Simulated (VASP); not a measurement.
# Ti in VASP: notebook

The runs below take Ti through electric field gradients, density of states, with LDA.

Program: VASP 6.6.1. These are calculated values, not measurements. Logs are shortened: lines on timing, memory, paths and dates and some standing lists are left out, and cuts for length are marked.

### 1 The cell of the first run

It takes space group Fm-3m (No. 225, cubic). The conventional cell has a = 4.140 Å, b = 4.140 Å, c = 4.140 Å, α = 90.00°, β = 90.00°, γ = 90.00°. Ti (site symmetry m-3m) has 12 Ti at 2.93 Å within 3.9 Å.

### 2 Electric field gradients, LDA (volume scaled by 1.06)

Input file INCAR:

```
SYSTEM = Ti
PREC = Accurate
ENCUT = 520
EDIFF = 1E-8
ISMEAR = -1
SIGMA = 0.05
LREAL = .False.
LASPH = .True.
NELM = 80
ALGO = Normal
ISIF = 2
LWAVE = .False.
LCHARG = .False.
GGA = CA
LEFG = .True.
NBANDS = 12
```

Input file KPOINTS:

```
regular mesh
0
Gamma
  14 14 14
  0 0 0
```

Input file POSCAR:

```
Ti
1.0
    0.0000000000      2.0698140295      2.0698140295
    2.0698140295      0.0000000000      2.0698140295
    2.0698140295      2.0698140295      0.0000000000
Ti
1
Direct
    0.0000000000      0.0000000000      0.0000000000
```

Potentials or basis: VASP PAW LDA potentials, release 64 (Ti_sv).

Launch:

```console
cat potpaw_LDA.64/Ti_sv/POTCAR > POTCAR
mpirun -np 1 vasp_std > vasp.out
```

OUTCAR:

```text
SYSTEM = Ti
   PREC = Accurate
   ENCUT = 520
   EDIFF = 1E-8
   ISMEAR = -1
   LREAL = .False.
   LASPH = .True.
   NELM = 80
   ISIF = 2
   GGA = CA

 ion  position               nearest neighbor table
   1  0.000  0.000  0.000-

  LATTYP: Found a face centered cubic cell.
 ALAT       =     4.1396280590

  Lattice vectors:

 A1 = (   0.0000000000,   2.0698140295,   2.0698140295)
 A2 = (   2.0698140295,   0.0000000000,   2.0698140295)
 A3 = (   2.0698140295,   2.0698140295,   0.0000000000)

Analysis of symmetry for initial positions (statically):
=====================================================================
 Subroutine PRICEL returns:
 Original cell was already a primitive cell.

 Routine SETGRP: Setting up the symmetry group for a
 face centered cubic supercell.

 Subroutine GETGRP returns: Found 48 space group operations
 (whereof 48 operations were pure point group operations)
 out of a pool of 48 trial point group operations.

The static configuration has the point symmetry O_h .

Analysis of symmetry for dynamics (positions and initial velocities):
=====================================================================
 Subroutine PRICEL returns:
 Original cell was already a primitive cell.

 Routine SETGRP: Setting up the symmetry group for a
 face centered cubic supercell.

 Subroutine GETGRP returns: Found 48 space group operations
 (whereof 48 operations were pure point group operations)
 out of a pool of 48 trial point group operations.

The dynamic configuration has the point symmetry O_h .

 Subroutine INISYM returns: Found 48 space group operations
 (whereof 48 operations are pure point group operations),
 and found     1 'primitive' translations

----------------------------------------------------------------------------------------

                                     Primitive cell

  volume of cell :      17.7347

  direct lattice vectors                    reciprocal lattice vectors
     0.000000000  2.069814029  2.069814029    -0.241567596  0.241567596  0.241567596
     2.069814029  0.000000000  2.069814029     0.241567596 -0.241567596  0.241567596
     2.069814029  2.069814029  0.000000000     0.241567596  0.241567596 -0.241567596

  length of vectors
     2.927159072  2.927159072  2.927159072     0.418407350  0.418407350  0.418407350

  position of ions in fractional coordinates (direct lattice)
     0.000000000  0.000000000  0.000000000

  ion indices of the primitive-cell ions
   primitive index   ion index
                 1           1

----------------------------------------------------------------------------------------

 KPOINTS: regular mesh

Automatic generation of k-mesh.
 Grid dimensions read from file:
 generate k-points for:   14   14   14

 Generating k-lattice:

  Cartesian coordinates                     Fractional coordinates (reciprocal lattice)
    -0.017254828  0.017254828  0.017254828     0.071428571  0.000000000  0.000000000
     0.017254828 -0.017254828  0.017254828     0.000000000  0.071428571  0.000000000
     0.017254828  0.017254828 -0.017254828     0.000000000  0.000000000  0.071428571

  Length of vectors
     0.029886239  0.029886239  0.029886239

  Shift w.r.t. Gamma in fractional coordinates (k-lattice)
     0.000000000  0.000000000  0.000000000

 Subroutine IBZKPT returns following result:
 ===========================================

 Found    104 irreducible k-points:

 Following reciprocal coordinates:
            Coordinates               Weight
  0.000000  0.000000  0.000000      1.000000
  0.071429  0.000000  0.000000      8.000000
  0.142857  0.000000  0.000000      8.000000
  0.214286  0.000000  0.000000      8.000000
  0.285714  0.000000  0.000000      8.000000
  0.357143  0.000000  0.000000      8.000000
[... 16 lines left out ...]
  0.214286  0.142857  0.000000     24.000000
  0.285714  0.142857  0.000000     24.000000
 [... further k-points ...]
   k-points           NKPTS =    104   k-points in BZ     NKDIM =    104   number of bands    NBANDS=     12
   number of dos      NEDOS =    301   number of ions     NIONS =      1
   total plane-waves  NPLWV =  13824
   dimension x,y,z NGX =    24 NGY =   24 NGZ =   24
   dimension x,y,z NGXF=    48 NGYF=   48 NGZF=   48
   ions per type =               1
   NGX,Y,Z   is equivalent  to a cutoff of  13.63, 13.63, 13.63 a.u.
   NGXF,Y,Z  is equivalent  to a cutoff of  27.26, 27.26, 27.26 a.u.
 SYSTEM =  Ti
   PREC   = accura    normal or accurate (medium, high low for compatibility)
   ISTART =      0    job   : 0-new  1-cont  2-samecut
   ICHARG =      2    charge: 1-file 2-atom 10-const
   ISPIN  =      1    spin polarized calculation?
   LNONCOLLINEAR =      F non collinear calculations
   LSORBIT =      F    spin-orbit coupling
   LASPH  =      T    aspherical Exc in radial PAW
   ENCUT  =  520.0 eV  38.22 Ry    6.18 a.u.   5.44  5.44  5.44*2*pi/ulx,y,z
   NELM   =     80;   NELMIN=  2; NELMDL= -5     # of ELM steps
   EDIFF  = 0.1E-07   stopping-criterion for ELM
   LREAL  =      F    real-space projection
   EDIFFG = 0.1E-06   stopping-criterion for IOM
   NSW    =      0    number of steps for IOM
   IBRION =     -1    ionic relax: 0-MD 1-quasi-New 2-CG
   NFREE  =      0    steps in history (QN), initial steepest desc. (CG)
   ISIF   =      2    stress and relaxation
   ISYM   =      2    0-nonsym 1-usesym 2-fastsym
   POTIM  = 0.5000    time-step for ionic-motion
   TEBEG  =    0.0;   TEEND  =   0.0 temperature during run
   PSTRESS=    0.0 pullay stress
   NELECT =      12.0000    total number of electrons
   NUPDOWN=      -1.0000    fix difference up-down
   EMIN   =  10.00;   EMAX   =-10.00  energy-range for DOS
   EFERMI =   0.00;   METHOD = LEGACY
   ISMEAR =    -1;   SIGMA  =   0.05  broadening in eV -4-tet -1-fermi 0-gaus
   EFERMI_NEDOS =   21; number of points for ismear=-14 and -15
   IALGO  =     38    algorithm
   IMIX   =      4    mixing-type and parameters
     AMIX     =   0.40;   BMIX     =  1.00
     AMIX_MAG =   1.60;   BMIX_MAG =  1.00
  volume/ion in A,a.u.               =      17.73       119.68
  Fermi-wavevector in a.u.,A,eV,Ry     =   1.437233  2.715977 28.104730  2.065639
  Thomas-Fermi vector in A             =   2.556334
   LORBIT       =      0    0 simple, 1 ext, 2 COOP (PROOUT), +10 PAW based schemes
   GGA     = CA    functional components
   LHFCALC =     F    Hartree Fock is set to
   AEXX    =    0.0000 exact exchange contribution
   IVDW    =     0    specifies the selected vdW correction
   LEPSILON=     F    determine dielectric tensor
   LRPA    =     F    only Hartree local field effects (RPA)
 non-spin polarized calculation
  energy-cutoff  :      520.00
  volume of cell :       17.73
 maximum number of plane-waves:       531
 NGX is ok and might be reduce to    24
   NGX = 11   NGY = 11   NGZ = 11

 number of electron      11.9999999 magnetization

 Free energy of the ion-electron system (eV)
  ---------------------------------------------------
  ext. energy  EPLUGINS =         0.00000000
  ---------------------------------------------------
  free energy    TOTEN  =        -8.44468221 eV

  energy without entropy =       -8.42865916  energy(sigma->0) =       -8.43667068

 E-fermi :   7.7600     XC(G=0): -11.6851

 val. band max:        7.7508017612   @ k =   0.2143   0.1429   0.0000
 cond. band min:       7.7614859604   @ k =  -0.4286   0.2857   0.1429
 fundamental gap:      0.0106841992
 Fermi energy:         7.7599971449

 k-point     1 :       0.0000    0.0000    0.0000
  band No.  band energies     occupation
      1     -48.2917      2.00000
      2     -24.5452      2.00000
      3     -24.5452      2.00000
      4     -24.5452      2.00000
      5       1.7943      2.00000
      6       8.5932      0.00000
      7       8.5932      0.00000
      8       8.5932      0.00000
      9      10.1502      0.00000
     10      10.1502      0.00000
     11      22.9973      0.00000
     12      27.2807      0.00000

 k-point     2 :       0.0714    0.0000    0.0000
  band No.  band energies     occupation
      1     -48.2859      2.00000
      2     -24.5782      2.00000
      3     -24.5493      2.00000
      4     -24.5493      2.00000
      5       1.9563      2.00000
      6       8.4965      0.00000
      7       8.6510      0.00000
      8       8.6510      0.00000
      9      10.1141      0.00000
     10      10.1141      0.00000
     11      23.1150      0.00000
     12      26.0768      0.00000
[... 316 lines left out ...]
 k-point    24 :       0.2857    0.1429    0.0000
  band No.  band energies     occupation
      1     -48.2215      2.00000
      2     -24.8683      2.00000
      3     -24.6308      2.00000
      4     -24.6243      2.00000
      5       3.8808      2.00000
      6       7.5027      1.98843
      7       8.7254      0.00000
      8       9.2118      0.00000
      9       9.9419      0.00000
     10      10.6430      0.00000
     11      21.1395      0.00000
     12      23.7411      0.00000

 [... further k-points ...]
[... 5 lines left out ...]
  --------------------------------------------------------------------------------------
  -------------------------------------------------------------------------------------
  Total       -1.1537366     -1.1537366     -1.1537366     -0.0000000      0.0000000     -0.0000000
  in kB     -104.2301299   -104.2301299   -104.2301299     -0.0000000      0.0000000     -0.0000000
  external PRESSURE =    -104.2301299 kB  Pullay stress =       0.0000000 kB

 VOLUME and BASIS-vectors are now :
 -----------------------------------------------------------------------------
  energy-cutoff  :      520.00
  volume of cell :       17.73
      direct lattice vectors                 reciprocal lattice vectors
     0.000000000  2.069814029  2.069814029    -0.241567596  0.241567596  0.241567596
     2.069814029  0.000000000  2.069814029     0.241567596 -0.241567596  0.241567596
     2.069814029  2.069814029  0.000000000     0.241567596  0.241567596 -0.241567596

 POSITION                                       TOTAL-FORCE (eV/Angst)
 -----------------------------------------------------------------------------------
      0.00000      0.00000      0.00000         0.000000      0.000000      0.000000
 -----------------------------------------------------------------------------------
    total drift:                               -0.000000      0.000000     -0.000000

  FREE ENERGIE OF THE ION-ELECTRON SYSTEM (eV)
  ---------------------------------------------------
  free  energy   TOTEN  =        -8.4446822103 eV

  energy  without entropy=       -8.4286591563  energy(sigma->0) =       -8.43667068

 Electric field gradients (V/A^2)
---------------------------------------------------------------------
 ion       V_xx      V_yy      V_zz      V_xy      V_xz      V_yz
---------------------------------------------------------------------
   1       0.000     0.000    -0.000     0.000     0.000     0.000
---------------------------------------------------------------------

 Electric field gradients after diagonalization (V/A^2)
 (convention: |V_zz| > |V_xx| > |V_yy|)
----------------------------------------------------------------------
 ion       V_xx      V_yy      V_zz     asymmetry (V_yy - V_xx)/ V_zz
----------------------------------------------------------------------
   1      -0.000    -0.000     0.001       0.000
----------------------------------------------------------------------

           NMR quadrupolar parameters

 Cq : quadrupolar parameter    Cq=e*Q*V_zz/h
 eta: asymmetry parameters     (V_yy - V_xx)/ V_zz
 Q  : nuclear electric quadrupole moment in mb (millibarn)
----------------------------------------------------------------------
 ion       Cq(MHz)       eta       Q (mb)
----------------------------------------------------------------------
   1       0.000       0.000       1.000
----------------------------------------------------------------------
```

It took 12 s on 1 thread of Intel Xeon 6975P-C, shared host; peak memory 0.14 GiB.

What came out:

```
Free energy            : -8.4447 eV
Pressure               : -10.4 GPa
Band gap on the k mesh : zero (band 6 reaches 8.59 eV, above the bottom of band 7 at 7.37 eV)
```

Levels at points of the mesh, in eV from the Fermi level:
```csv
k point,band 3,band 4,band 5,band 6,band 7,band 8,band 9,band 10
"(0.00, 0.00, 0.00)",-32.31,-32.31,-5.97,0.83,0.83,0.83,2.39,2.39
"(0.50, 0.00, 0.00)",-32.39,-32.39,-2.53,0.69,0.71,0.71,3.46,3.46
"(0.50, 0.50, 0.00)",-32.53,-32.53,-2.51,-1.67,2.83,3.43,3.74,3.74
```

Caveat: the cell differs from its parent crystal (volume scaled by 1.06); without QUAD_EFG the Cq values of the log hold for a quadrupole moment of 1 mb, not for the nuclei.

### 3 Density of states, LDA

This run uses another cell than the first one, of 16.73 Å³/atom, 0.943 times its volume.

Input file POSCAR:

```
Ti
1.0
    0.0000000000      2.0300000000      2.0300000000
    2.0300000000      0.0000000000      2.0300000000
    2.0300000000      2.0300000000      0.0000000000
Ti
1
Direct
    0.0000000000      0.0000000000      0.0000000000
```

Input file INCAR.step1:

```
PREC = Accurate
ENCUT = 520
EDIFF = 1E-6
ISMEAR = -1
SIGMA = 0.05
LREAL = False
LASPH = True
NELM = 100
ALGO = Normal
ISIF = 2
LWAVE = False
LCHARG = True
LMAXMIX = 4
GGA = CA
NBANDS = 12
```

Input file KPOINTS.step1:

```
regular mesh
0
Gamma
  14 14 14
```

Input file INCAR.step2:

```
PREC = Accurate
ENCUT = 520
EDIFF = 1E-6
ISMEAR = -5
SIGMA = 0.05
LREAL = False
LASPH = True
NELM = 100
ALGO = Normal
ISIF = 2
LWAVE = False
LCHARG = False
LMAXMIX = 4
GGA = CA
LORBIT = 11
NBANDS = 12
NEDOS = 1001
ICHARG = 11
```

Input file KPOINTS.step2:

```
regular mesh
0
Gamma
  21 21 21
```

Potentials or basis: VASP PAW LDA potentials, release 64 (Ti_sv).

Launch:

```console
cat potpaw_LDA.64/Ti_sv/POTCAR > POTCAR
cp INCAR.step1 INCAR
cp KPOINTS.step1 KPOINTS
mpirun -np 1 vasp_std > vasp.out
cp INCAR.step2 INCAR
cp KPOINTS.step2 KPOINTS
mpirun -np 1 vasp_std > vasp.out
```

It took 3 min on 1 thread of AMD EPYC 7R13, shared host; peak memory 0.14 GiB.

Results (log left out):

* Valence electrons inside the program's atomic spheres: Ti 10.33

Levels at points of the mesh, in eV from the Fermi level:
```
           k point  band 3  band 4  band 5  band 6  band 7  band 8  band 9  band 10
(0.00, 0.00, 0.00)  -32.14  -32.14   -6.10    0.86    0.86    0.86    2.55     2.55
```

Caveat: tetrahedron occupations give inexact forces and stress in metals.

(Part 1 of 2 ends here.)
